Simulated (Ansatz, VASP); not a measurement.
Two plane-wave programs on Ni

Contents of INCAR:

```
SYSTEM = Ni
ALGO = Normal
EDIFF = 1E-6
ENCUT = 520
GGA = PS
ISIF = 2
ISMEAR = -1
ISPIN = 2
LASPH = .True.
LCHARG = .False.
LMAXMIX = 4
LORBIT = 11
LREAL = .False.
LWAVE = .False.
MAGMOM = 1
NBANDS = 15
NELM = 150
PREC = Accurate
SIGMA = 0.05
```

File KPOINTS:

```
k-points
0
Gamma
  19 19 19
  0 0 0
```

The input POSCAR:

```
Ni
1.0
    0.0000000000      1.5227724276      1.5227724276
    1.5227724276      0.0000000000      1.5227724276
    1.5227724276      1.5227724276      0.0000000000
Ni
1
Direct
    0.0000000000      0.0000000000      0.0000000000
```

Input for Ansatz:

```yaml
crystal:
  lattice:
    - [0.0, 1.5227724276, 1.5227724276]
    - [1.5227724276, 0.0, 1.5227724276]
    - [1.5227724276, 1.5227724276, 0.0]
  atoms:
    - { symbol: Ni, position: [0.0, 0.0, 0.0], spin: 1.0 }
magnetization:
  spin_polarized: true
kpoints:
  mp_grid: { grid: [19, 19, 19] }
scf:
  occupations: { method: fermi_dirac, width: 0.05 }
hamiltonian:
  xc: pbesol
  pseudopotentials: { kind: paw }
output:
  forces: true
  stress: true
  eigenvalues: true
  populations: true
```

Change from the starting cell: volume scaled by 0.68, PAW files.

Alike in both runs: task single point; functional PBEsol; k mesh 19 × 19 × 19; occupations fermi-dirac, width 0.05 eV; collinear spin.

|  | VASP | Ansatz |
| --- | --- | --- |
| version | VASP 6.6.1 | Ansatz 0.2.0 |
| potentials or method | VASP PAW PBE potentials, release 64 (Ni) | PAW with Ansatz's default frozen-core files, scalar-relativistic |
| plane-wave cutoff (eV) | 520 | 420 |
| valence electrons in the cell | 10 | 18 |

|  | VASP | Ansatz | Ansatz less VASP |
| --- | --- | --- | --- |
| pressure (GPa) | 222.1 | 222.6 | +0.57 |
| net moment per atom (μB) | 0.51 | 0.51 | +0.001 |
| size of the moment on the site where the two differ most (μB) | 0.49 | 0.53 | +0.043 |

VASP's potentials were made for PBE, not for PBEsol. Site moments also hang on the region over which each program counts them. Both programs put the cell under a high pressure, so it lies far from rest at this level. VASP's potentials hold 10 valence electrons a cell and Ansatz's 18, so a difference there can come from the potentials and not from the codes.

Noted on VASP's run: the cell as given lies far from equilibrium.
